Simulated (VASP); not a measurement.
Wanted: the native input for a VASP 6.6.1 run.

```
Task                   : single point
Functional             : PBE
Potentials or basis    : VASP PAW PBE potentials, release 64 (Ru_pv, S)
Cutoff                 : 520 eV
k mesh                 : 10 × 10 × 10
Occupations            : gaussian, width 0.05 eV
Spin                   : no spin polarisation
Dipole correction      : no
Further INCAR settings : ALGO = Normal; EDIFF = 1e-06; NBANDS = 17
```

The structure of RuS lies in POSCAR:

```
RuS
1.0
    0.0000000000      2.6598358222      2.6598358222
    2.6598358222      0.0000000000      2.6598358222
    2.6598358222      2.6598358222      0.0000000000
Ru S
1 1
Direct
    0.0000000000      0.0000000000      0.0000000000
    0.2500000000      0.2500000000      0.2500000000
```

This cell differs from its parent crystal: volume scaled by 1.070.

These files were run (other wordings do the same):

INCAR

```
PREC = Accurate
ENCUT = 520
EDIFF = 1E-6
ISMEAR = 0
SIGMA = 0.05
LREAL = False
LASPH = True
NELM = 100
ALGO = Normal
ISIF = 2
LWAVE = False
LCHARG = True
GGA = PE
LELF = True
LVHAR = True
NBANDS = 17
```

KPOINTS

```
Automatic mesh
0
Gamma
  10 10 10
```

Potentials or basis: VASP PAW PBE potentials, release 64 (Ru_pv, S).

Command:

```console
$ cat potpaw_PBE.64/Ru_pv/POTCAR potpaw_PBE.64/S/POTCAR > POTCAR
$ mpirun -np 1 vasp_std > vasp.out
```

It gave:

```yaml
Pressure: -8.6 GPa
Band_gap_on_the_k_mesh: zero (band 10 reaches 9.40 eV, above the bottom of band 11 at 6.78 eV)
```

Run time: 36 s on 1 thread of Intel(R) Xeon(R) Platinum 8375C CPU @ 2.90GHz (Ice Lake), on a shared host, peak memory 0.17 GiB.
